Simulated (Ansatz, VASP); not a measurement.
Two plane-wave programs on TaN

Contents of INCAR:

```
SYSTEM = TaN
  PREC = Accurate
  ENCUT = 520
  EDIFF = 1E-6
  ISMEAR = 0
  SIGMA = 0.05
  LREAL = .FALSE.
  LASPH = .TRUE.
  NELM = 100
  ALGO = Normal
  ISIF = 2
  LWAVE = .FALSE.
  LCHARG = .FALSE.
  GGA = PE
  NBANDS = 15
```

File KPOINTS:

```
Automatic mesh
0
G
  12 12 12
  0 0 0
```

Contents of POSCAR:

```
TaN
1.0
    0.0000000000      2.1790000000      2.1790000000
    2.1790000000      0.0000000000      2.1790000000
    2.1790000000      2.1790000000      0.0000000000
Ta N
1 1
Direct
    0.5000000000      0.5000000000      0.5000000000
    0.0049143905     -0.0056439270      0.0156987450
```

Input for Ansatz:

```yaml
crystal:
  lattice:
    - [0.0, 2.179, 2.179]
    - [2.179, 0.0, 2.179]
    - [2.179, 2.179, 0.0]
  atoms:
    - { symbol: Ta, position: [0.5, 0.5, 0.5] }
    - { symbol: "N", position: [0.0049143905, -0.005643927, 0.015698745] }
basis:
  ecutwfc: 500
  fft_grid_basis: typed
kpoints:
  mp_grid: { grid: [12, 12, 12] }
hamiltonian:
  xc: pbe
scf:
  occupations: { method: gaussian, width: 0.05 }
output:
  forces: true
  stress: true
  eigenvalues: true
  bader: true
  write_density: true
  volumetric_format: npy
```

Alike in both runs: task single point; functional PBE; k mesh 12 × 12 × 12; occupations gaussian, width 0.05 eV; no spin polarisation.

|  | VASP | Ansatz |
| --- | --- | --- |
| version | VASP 6.6.1 | Ansatz 0.2.0 |
| potentials or method | VASP PAW PBE potentials, release 64 (Ta_pv, N), cutoff 520 eV | scalar-relativistic, plane waves, PAW |
| valence electrons in the cell | 16 | 18 |

```tsv
	VASP	Ansatz	Ansatz less VASP
gap on the k mesh at the Fermi level (eV)	none	none	-
pressure (GPa)	16.0	15.0	-0.97
traceless stress, the component that is largest in VASP (GPa)	0.37	0.38	+0.009
rms of the force components (eV/Å)	0.254	0.254	+0.0006
```

Atom by atom the forces differ by 0.001 eV/Å (rms over components). A gap of «none» marks a metal or a gap that the smearing closes. VASP's potentials hold 16 valence electrons a cell and Ansatz's 18, so a difference there can come from the potentials and not from the codes.

Neither program's run includes spin-orbit coupling.
